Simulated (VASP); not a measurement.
Set up this calculation in VASP 6.6.1, as the native input.

```
Task                   : relaxation of cell and atoms
Functional             : PBE
Potentials or basis    : VASP PAW PBE potentials, release 64 (Zn, Ga_d, O)
Cutoff                 : 600 eV
k mesh                 : 6 × 6 × 4
Occupations            : gaussian, width 0.1 eV
Spin                   : no spin polarisation
Dipole correction      : no
Further INCAR settings : ALGO = Normal; EDIFF = 1e-06; IBRION = 2; EDIFFG = -0.04; NSW = 90; ISIF = 3
```

The structure of ZnGa2O2 lies in POSCAR:

```
ZnGa2O2
1.0
    3.7124003500      0.0000000000      0.0000000000
    0.0000000000      3.7124003500      0.0000000000
    0.0000000000      0.0000000000      4.9079759500
Zn Ga O
1 2 2
Direct
    0.0000000000      0.0000000000      0.0000000000
    0.5000000000      0.5000000000      0.7247068300
    0.5000000000      0.5000000000      0.2752931700
    0.5000000000      0.0000000000      0.5000000000
    0.0000000000      0.5000000000      0.5000000000
```

The cell was built from a structure type or drawn by symmetry, and may not be a known phase.

One way to write it, as run:

INCAR

```
SYSTEM = ZnGa2O2
  PREC = Accurate
  ENCUT = 600
  EDIFF = 1E-6
  ISMEAR = 0
  SIGMA = 0.1
  LREAL = .False.
  LASPH = .True.
  NELM = 60
  ALGO = Normal
  ISIF = 3
  LWAVE = .False.
  LCHARG = .False.
  GGA = PE
  IBRION = 2
  NSW = 90
  EDIFFG = -0.04
```

KPOINTS

```
Automatic mesh
0
Gamma
  6 6 4
  0 0 0
```

Potentials or basis: VASP PAW PBE potentials, release 64 (Zn, Ga_d, O).

The run is started by

```bash
$ cat potpaw_PBE.64/Zn/POTCAR potpaw_PBE.64/Ga_d/POTCAR potpaw_PBE.64/O/POTCAR > POTCAR
$ mpirun -np 1 vasp_std > vasp.out
```

It gave:

The relaxed volume is 13.08 Å³/atom. The relaxed cell is a = 3.633 Å, b = 3.633 Å, c = 4.954 Å, α = 90.00°, β = 90.00°, γ = 90.00°. The space group after relaxing (to 0.1 Å) is P4/mmm (No. 123). The energy gained by relaxing is 55.5 meV/atom, the ionic steps are 7 and the pressure after relaxing is 0.0 GPa. The largest force after relaxing is 0.004 eV/Å and the band gap on the k mesh is zero (bands 25 and 26 overlap by 0.92 eV).

Run time: 8 min on 1 thread of Intel Xeon 8259CL, with other jobs on the host, peak memory 0.24 GiB.
